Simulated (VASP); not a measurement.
# Ta2N: single point with PBEsol

The system is Ta2N.

```
Ta N
1.0
     2.97627    0.00000    0.00000
    -1.48813    2.57752    0.00000
     0.00000    0.00000    4.95399
Ta N
2 1
Direct
  0.66667 0.33333 0.74637
  0.33333 0.66667 0.25363
  0.00000 0.00000 0.00000
```

* Program: VASP 6.6.1
* Task: single point
* Functional: PBEsol
* Potentials or basis: VASP PAW PBE potentials, release 64 (Ta_pv, N)
* Cutoff: 520 eV
* k mesh: 18 × 18 × 10
* Occupations: gaussian, width 0.15 eV
* Spin: no spin polarisation
* Dipole correction: no
* Further INCAR settings: ALGO = Normal; EDIFF = 1e-06; NBANDS = 20

* Pressure: 14.6 GPa
* Largest force: 0.862 eV/Å
* Band gap on the k mesh: zero (an odd number of electrons rules out a gap without spin polarisation)

Forces on the atoms (eV/Å):
```
Ta   0.000  0.000 -0.862
Ta   0.000  0.000  0.862
N    0.000  0.000  0.000
```

Stress tensor (GPa, compression positive):
```
19.21  0.00  0.00
 0.00 19.21  0.00
 0.00  0.00  5.50
```

Levels at points of the mesh, in eV from the Fermi level:
| k point | band 9 | band 10 | band 11 | band 12 | band 13 | band 14 | band 15 | band 16 | band 17 | band 18 |
| --- | --- | --- | --- | --- | --- | --- | --- | --- | --- | --- |
| (0.00, 0.00, 0.00) | -6.13 | -6.13 | -5.00 | -1.29 | -0.25 | -0.25 | 0.29 | 0.80 | 0.80 | 1.36 |
| (0.50, 0.00, 0.00) | -7.08 | -6.53 | -4.93 | -2.47 | -1.14 | 1.18 | 2.69 | 4.28 | 4.46 | 4.60 |
| (0.00, 0.00, 0.50) | -6.28 | -6.28 | -3.41 | -2.90 | -0.94 | -0.94 | 1.63 | 2.50 | 2.50 | 2.60 |
| (0.50, 0.00, 0.50) | -7.22 | -6.27 | -3.77 | -2.01 | -1.97 | -0.47 | 1.11 | 4.19 | 4.39 | 4.79 |

Run time: 2.1 min on 1 thread of Intel(R) Xeon(R) Platinum 8488C (Sapphire Rapids), on a shared host, peak memory 0.34 GiB.

Caveat: the stress differs along the axes, from 5 to 19 GPa; the PAW data sets were made with another functional, which shifts forces and pressure a little; spin-orbit coupling is left out, which moves the levels of the heavy elements.
